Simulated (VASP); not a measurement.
# Ta (Im-3m) in VASP: further runs

Runs on Ta. Level: PBEsol. Tasks: electric field gradients.

Everything below comes from runs of VASP 6.6.1. Logs are shortened: lines on timing, memory, paths and dates and some standing lists are left out, and cuts for length are marked.

**1. The cell of the first run**

Symmetry: Im-3m, No. 229, cubic system. The conventional cell has a = 3.258 Å, b = 3.258 Å, c = 3.258 Å, α = 90.00°, β = 90.00°, γ = 90.00°. Within 3.7 Å of Ta (site symmetry m-3m) lie 14 Ta at 2.82 to 3.26 Å.

**2. Electric field gradients, PBEsol (volume scaled by 0.96)**

Input file INCAR:

```
ALGO = Normal
EDIFF = 1E-8
ENCUT = 520
GGA = PS
ISIF = 2
ISMEAR = -1
LASPH = T
LCHARG = F
LEFG = T
LREAL = F
LWAVE = F
NBANDS = 12
NELM = 60
PREC = Accurate
SIGMA = 0.05
```

Input file KPOINTS:

```
k-points
0
Gamma
  15 15 15
```

Input file POSCAR:

```
Ta
1.0
   -1.6289626696      1.6289626696      1.6289626696
    1.6289626696     -1.6289626696      1.6289626696
    1.6289626696      1.6289626696     -1.6289626696
Ta
1
Direct
    0.0000000000      0.0000000000      0.0000000000
```

Potentials or basis: VASP PAW PBE potentials, release 64 (Ta_pv).

Command:

```sh
$ cat potpaw_PBE.64/Ta_pv/POTCAR > POTCAR
$ mpirun -np 1 vasp_std > vasp.out
```

OUTCAR:

```text
EDIFF = 1E-8
   ENCUT = 520
   GGA = PS
   ISIF = 2
   ISMEAR = -1
   LASPH = T
   LREAL = F
   NELM = 60
   PREC = Accurate

 ion  position               nearest neighbor table
   1  0.000  0.000  0.000-

  LATTYP: Found a body centered cubic cell.
 ALAT       =     3.2579253392

  Lattice vectors:

 A1 = (  -1.6289626696,   1.6289626696,   1.6289626696)
 A2 = (   1.6289626696,  -1.6289626696,   1.6289626696)
 A3 = (   1.6289626696,   1.6289626696,  -1.6289626696)

Analysis of symmetry for initial positions (statically):
=====================================================================
 Subroutine PRICEL returns:
 Original cell was already a primitive cell.

 Routine SETGRP: Setting up the symmetry group for a
 body centered cubic supercell.

 Subroutine GETGRP returns: Found 48 space group operations
 (whereof 48 operations were pure point group operations)
 out of a pool of 48 trial point group operations.

The static configuration has the point symmetry O_h .

Analysis of symmetry for dynamics (positions and initial velocities):
=====================================================================
 Subroutine PRICEL returns:
 Original cell was already a primitive cell.

 Routine SETGRP: Setting up the symmetry group for a
 body centered cubic supercell.

 Subroutine GETGRP returns: Found 48 space group operations
 (whereof 48 operations were pure point group operations)
 out of a pool of 48 trial point group operations.

The dynamic configuration has the point symmetry O_h .

 Subroutine INISYM returns: Found 48 space group operations
 (whereof 48 operations are pure point group operations),
 and found     1 'primitive' translations

----------------------------------------------------------------------------------------

                                     Primitive cell

  volume of cell :      17.2899

  direct lattice vectors                    reciprocal lattice vectors
    -1.628962670  1.628962670  1.628962670     0.000000000  0.306943805  0.306943805
     1.628962670 -1.628962670  1.628962670     0.306943805  0.000000000  0.306943805
     1.628962670  1.628962670 -1.628962670     0.306943805  0.306943805  0.000000000

  length of vectors
     2.821446107  2.821446107  2.821446107     0.434084092  0.434084092  0.434084092

  position of ions in fractional coordinates (direct lattice)
     0.000000000  0.000000000  0.000000000

  ion indices of the primitive-cell ions
   primitive index   ion index
                 1           1

----------------------------------------------------------------------------------------

 KPOINTS: k-points

Automatic generation of k-mesh.
 Grid dimensions read from file:
 generate k-points for:   15   15   15

 Generating k-lattice:

  Cartesian coordinates                     Fractional coordinates (reciprocal lattice)
     0.000000000  0.020462920  0.020462920     0.066666667  0.000000000  0.000000000
     0.020462920  0.000000000  0.020462920     0.000000000  0.066666667  0.000000000
     0.020462920  0.020462920  0.000000000     0.000000000  0.000000000  0.066666667

  Length of vectors
     0.028938939  0.028938939  0.028938939

  Shift w.r.t. Gamma in fractional coordinates (k-lattice)
     0.000000000  0.000000000  0.000000000

 Subroutine IBZKPT returns following result:
 ===========================================

 Found    120 irreducible k-points:

 Following reciprocal coordinates:
            Coordinates               Weight
  0.000000  0.000000  0.000000      1.000000
  0.066667  0.000000  0.000000     12.000000
  0.133333  0.000000  0.000000     12.000000
  0.200000  0.000000  0.000000     12.000000
  0.266667  0.000000  0.000000     12.000000
  0.333333  0.000000  0.000000     12.000000
[... 16 lines left out ...]
  0.333333  0.200000  0.000000     48.000000
  0.400000  0.200000  0.000000     24.000000
 [... further k-points ...]
   k-points           NKPTS =    120   k-points in BZ     NKDIM =    120   number of bands    NBANDS=     12
   number of dos      NEDOS =    301   number of ions     NIONS =      1
   total plane-waves  NPLWV =  13824
   dimension x,y,z NGX =    24 NGY =   24 NGZ =   24
   dimension x,y,z NGXF=    48 NGYF=   48 NGZF=   48
   ions per type =               1
   NGX,Y,Z   is equivalent  to a cutoff of  14.14, 14.14, 14.14 a.u.
   NGXF,Y,Z  is equivalent  to a cutoff of  28.28, 28.28, 28.28 a.u.
 SYSTEM =  unknown system
   PREC   = accura    normal or accurate (medium, high low for compatibility)
   ISTART =      0    job   : 0-new  1-cont  2-samecut
   ICHARG =      2    charge: 1-file 2-atom 10-const
   ISPIN  =      1    spin polarized calculation?
   LNONCOLLINEAR =      F non collinear calculations
   LSORBIT =      F    spin-orbit coupling
   LASPH  =      T    aspherical Exc in radial PAW
   ENCUT  =  520.0 eV  38.22 Ry    6.18 a.u.   5.25  5.25  5.25*2*pi/ulx,y,z
   NELM   =     60;   NELMIN=  2; NELMDL= -5     # of ELM steps
   EDIFF  = 0.1E-07   stopping-criterion for ELM
   LREAL  =      F    real-space projection
   EDIFFG = 0.1E-06   stopping-criterion for IOM
   NSW    =      0    number of steps for IOM
   IBRION =     -1    ionic relax: 0-MD 1-quasi-New 2-CG
   NFREE  =      0    steps in history (QN), initial steepest desc. (CG)
   ISIF   =      2    stress and relaxation
   ISYM   =      2    0-nonsym 1-usesym 2-fastsym
   POTIM  = 0.5000    time-step for ionic-motion
   TEBEG  =    0.0;   TEEND  =   0.0 temperature during run
   PSTRESS=    0.0 pullay stress
   NELECT =      11.0000    total number of electrons
   NUPDOWN=      -1.0000    fix difference up-down
   EMIN   =  10.00;   EMAX   =-10.00  energy-range for DOS
   EFERMI =   0.00;   METHOD = LEGACY
   ISMEAR =    -1;   SIGMA  =   0.05  broadening in eV -4-tet -1-fermi 0-gaus
   EFERMI_NEDOS =   21; number of points for ismear=-14 and -15
   IALGO  =     38    algorithm
   IMIX   =      4    mixing-type and parameters
     AMIX     =   0.40;   BMIX     =  1.00
     AMIX_MAG =   1.60;   BMIX_MAG =  1.00
  volume/ion in A,a.u.               =      17.29       116.68
  Fermi-wavevector in a.u.,A,eV,Ry     =   1.408017  2.660767 26.973716  1.982512
  Thomas-Fermi vector in A             =   2.530218
   LORBIT       =      0    0 simple, 1 ext, 2 COOP (PROOUT), +10 PAW based schemes
   GGA     = PS    functional components
   LHFCALC =     F    Hartree Fock is set to
   AEXX    =    0.0000 exact exchange contribution
   IVDW    =     0    specifies the selected vdW correction
   LEPSILON=     F    determine dielectric tensor
   LRPA    =     F    only Hartree local field effects (RPA)
 non-spin polarized calculation
  energy-cutoff  :      520.00
  volume of cell :       17.29
 maximum number of plane-waves:       478
 NGX is ok and might be reduce to    24
   NGX = 11   NGY = 11   NGZ = 11

 number of electron      11.0000000 magnetization

 Free energy of the ion-electron system (eV)
  ---------------------------------------------------
  ext. energy  EPLUGINS =         0.00000000
  ---------------------------------------------------
  free energy    TOTEN  =       -12.55067382 eV

  energy without entropy =      -12.54161086  energy(sigma->0) =      -12.54614234

 E-fermi :   5.6545     XC(G=0): -12.9386

 val. band max:        5.6393926639   @ k =  -0.2667   0.2667   0.1333
 cond. band min:       5.7027710453   @ k =   0.3333   0.0000   0.0000
 fundamental gap:      0.0633783814
 Fermi energy:         5.6545259288

 k-point     1 :       0.0000    0.0000    0.0000
  band No.  band energies     occupation
      1     -27.2027      2.00000
      2     -27.2027      2.00000
      3     -27.2027      2.00000
      4      -2.4304      2.00000
      5       6.3745      0.00000
      6       6.3745      0.00000
      7       6.3745      0.00000
      8       9.7922      0.00000
      9       9.7922      0.00000
     10      20.4631      0.00000
     11      20.8887      0.00000
     12      20.8887      0.00000

 k-point     2 :       0.0667    0.0000    0.0000
  band No.  band energies     occupation
      1     -27.2668      2.00000
      2     -27.2221      2.00000
      3     -27.2031      2.00000
      4      -2.2207      2.00000
      5       6.2374      0.00002
      6       6.3343      0.00000
      7       6.5805      0.00000
      8       9.5695      0.00000
      9       9.7921      0.00000
     10      20.4631      0.00000
     11      21.0800      0.00000
     12      21.2536      0.00000

 k-point     3 :       0.1333    0.0000    0.0000
  band No.  band energies     occupation
      1     -27.4449      2.00000
      2     -27.2768      2.00000
      3     -27.2043      2.00000
      4      -1.6257      2.00000
      5       5.8736      0.02470
      6       6.1513      0.00010
      7       7.1893      0.00000
      8       9.1825      0.00000
      9       9.8086      0.00000
     10      20.4622      0.00000
     11      21.5194      0.00000
     12      22.2969      0.00000

 k-point     4 :       0.2000    0.0000    0.0000
  band No.  band energies     occupation
      1     -27.6990      2.00000
      2     -27.3562      2.00000
      3     -27.2061      2.00000
      4      -0.7561      2.00000
      5       5.3904      1.98989
      6       5.7851      0.13671
      7       8.1726      0.00000
      8       9.0599      0.00000
      9       9.8798      0.00000
     10      20.4601      0.00000
     11      21.6774      0.00000
     12      23.6649      0.00000

 k-point     5 :       0.2667    0.0000    0.0000
  band No.  band energies     occupation
      1     -27.9796      2.00000
      2     -27.4461      2.00000
      3     -27.2082      2.00000
      4       0.1693      2.00000
      5       4.8951      2.00000
      6       5.4959      1.91950
      7       9.2564      0.00000
      8       9.4777      0.00000
      9      10.0366      0.00000
     10      20.4532      0.00000
     11      20.9226      0.00000
     12      22.6630      0.00000
[... 228 lines left out ...]
      1     -28.1893      2.00000
      2     -27.5747      2.00000
      3     -27.3118      2.00000
      4       1.5419      2.00000
      5       4.4389      2.00000
      6       4.9512      2.00000
      7       8.9232      0.00000
      8      10.6852      0.00000
      9      11.8166      0.00000
     10      19.7753      0.00000
     11      20.4965      0.00000
     12      22.6360      0.00000

 k-point    22 :       0.2667    0.2000    0.0000
  band No.  band energies     occupation
      1     -28.3032      2.00000
      2     -27.6984      2.00000
      3     -27.3303      2.00000
      4       2.1204      2.00000
      5       4.2257      2.00000
      6       5.1110      1.99996
      7       9.2454      0.00000
      8      10.7235      0.00000
      9      13.4722      0.00000
     10      18.3408      0.00000
     11      20.4781      0.00000
     12      21.4102      0.00000

 k-point    23 :       0.3333    0.2000    0.0000
  band No.  band energies     occupation
      1     -28.3694      2.00000
      2     -27.7953      2.00000
      3     -27.3393      2.00000
      4       2.2781      2.00000
      5       4.1773      2.00000
      6       5.5381      1.82242
      7       9.5115      0.00000
      8      10.8414      0.00000
      9      14.9685      0.00000
     10      16.8509      0.00000
     11      20.2567      0.00000
     12      20.4826      0.00000

 k-point    24 :       0.4000    0.2000    0.0000
  band No.  band energies     occupation
      1     -28.3905      2.00000
      2     -27.8320      2.00000
      3     -27.3420      2.00000
      4       2.2828      2.00000
      5       4.1685      2.00000
      6       5.7834      0.14130
      7       9.5423      0.00000
      8      11.0335      0.00000
      9      15.6755      0.00000
     10      16.1328      0.00000
     11      19.7567      0.00000
     12      20.4775      0.00000

 [... further k-points ...]
[... 5 lines left out ...]
  --------------------------------------------------------------------------------------
  -------------------------------------------------------------------------------------
  Total        0.5029077      0.5029077      0.5029077     -0.0000000      0.0000000     -0.0000000
  in kB       46.6020986     46.6020986     46.6020986     -0.0000000      0.0000000     -0.0000000
  external PRESSURE =      46.6020986 kB  Pullay stress =       0.0000000 kB

 VOLUME and BASIS-vectors are now :
 -----------------------------------------------------------------------------
  energy-cutoff  :      520.00
  volume of cell :       17.29
      direct lattice vectors                 reciprocal lattice vectors
    -1.628962670  1.628962670  1.628962670     0.000000000  0.306943805  0.306943805
     1.628962670 -1.628962670  1.628962670     0.306943805  0.000000000  0.306943805
     1.628962670  1.628962670 -1.628962670     0.306943805  0.306943805  0.000000000

 POSITION                                       TOTAL-FORCE (eV/Angst)
 -----------------------------------------------------------------------------------
      0.00000      0.00000      0.00000         0.000000      0.000000      0.000000
 -----------------------------------------------------------------------------------
    total drift:                                0.000000      0.000000      0.000000

  FREE ENERGIE OF THE ION-ELECTRON SYSTEM (eV)
  ---------------------------------------------------
  free  energy   TOTEN  =       -12.5506738195 eV

  energy  without entropy=      -12.5416108571  energy(sigma->0) =      -12.54614234

 Electric field gradients (V/A^2)
---------------------------------------------------------------------
 ion       V_xx      V_yy      V_zz      V_xy      V_xz      V_yz
---------------------------------------------------------------------
   1       0.000    -0.000     0.000    -0.000    -0.000    -0.000
---------------------------------------------------------------------

 Electric field gradients after diagonalization (V/A^2)
 (convention: |V_zz| > |V_xx| > |V_yy|)
----------------------------------------------------------------------
 ion       V_xx      V_yy      V_zz     asymmetry (V_yy - V_xx)/ V_zz
----------------------------------------------------------------------
   1       0.000     0.000    -0.000       0.000
----------------------------------------------------------------------

           NMR quadrupolar parameters

 Cq : quadrupolar parameter    Cq=e*Q*V_zz/h
 eta: asymmetry parameters     (V_yy - V_xx)/ V_zz
 Q  : nuclear electric quadrupole moment in mb (millibarn)
----------------------------------------------------------------------
 ion       Cq(MHz)       eta       Q (mb)
----------------------------------------------------------------------
   1      -0.000       0.000       1.000
----------------------------------------------------------------------
```

It took 15 s on 1 thread of Intel Xeon 6975P-C, shared host; peak memory 0.15 GiB.

Results:

```
Free energy : -12.5507 eV
Pressure    : 4.7 GPa
```

Levels at points of the mesh, in eV from the Fermi level:
| k point | band 2 | band 3 | band 4 | band 5 | band 6 | band 7 | band 8 | band 9 |
| --- | --- | --- | --- | --- | --- | --- | --- | --- |
| (0.00, 0.00, 0.00) | -32.86 | -32.86 | -8.08 | 0.72 | 0.72 | 0.72 | 4.14 | 4.14 |

Caveat: without QUAD_EFG the Cq values of the log hold for a quadrupole moment of 1 mb, not for the nuclei; the PAW data sets were made with another functional, which shifts forces and pressure a little; spin-orbit coupling is left out, which moves the levels of the heavy elements.

[end of part 1 of 4]
